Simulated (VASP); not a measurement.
Input of a VASP 6.6.1 run:

POSCAR

```
AgCl
1.0
    0.0000000000      2.8714210699      3.2200567417
    2.8714210699      0.0000000000      3.2200567417
    2.8714210699      2.8714210699      0.0000000000
Ag Cl
1 1
Direct
    0.0000000000      0.0000000000      0.0000000000
    0.2500000000      0.2500000000      0.2500000000
```

The input INCAR.step1:

```
ALGO = Normal ; EDIFF = 1E-4
ENCUT = 520 ; GGA = PE
ISMEAR = 0 ; LASPH = T
LCHARG = F ; LREAL = F
LWAVE = T ; NBANDS = 16
NELM = 100 ; PREC = Accurate
SIGMA = 0.01
```

File INCAR.step2:

```
ALGO = Normal ; EDIFF = 1E-6
ENCUT = 520 ; ISIF = 2
ISMEAR = 0 ; ISTART = 1
LASPH = T ; LCHARG = T
LELF = T ; LMIXTAU = T
LREAL = F ; LVHAR = T
LWAVE = F ; METAGGA = R2SCAN
NBANDS = 16 ; NELM = 100
PREC = Accurate ; SIGMA = 0.01
```

KPOINTS

```
k-points
0
Gamma
  8 8 8
```

Potentials or basis: VASP PAW PBE potentials, release 64 (Ag, Cl).

Launch:

```console
$ cat potpaw_PBE.64/Ag/POTCAR potpaw_PBE.64/Cl/POTCAR > POTCAR
$ cp INCAR.step1 INCAR
$ mpirun -np 1 vasp_std > vasp.out
$ cp INCAR.step2 INCAR
$ mpirun -np 1 vasp_std > vasp.out
```

Task: Estimate the band gap on the k mesh.

Result: 1.56 eV.

Task: What does it give for the pressure?

Result: 0.0 GPa.

Stress tensor (GPa, compression positive):
```
 0.06  0.00  0.00
 0.00  0.06  0.00
 0.00  0.00 -0.06
```

Caveat: the cell differs from its parent crystal (epitaxial xy strain -4.1%); the structure was generated, so it needn't be the stable form of AgCl; the PAW data sets were made with another functional, which shifts forces and pressure a little.
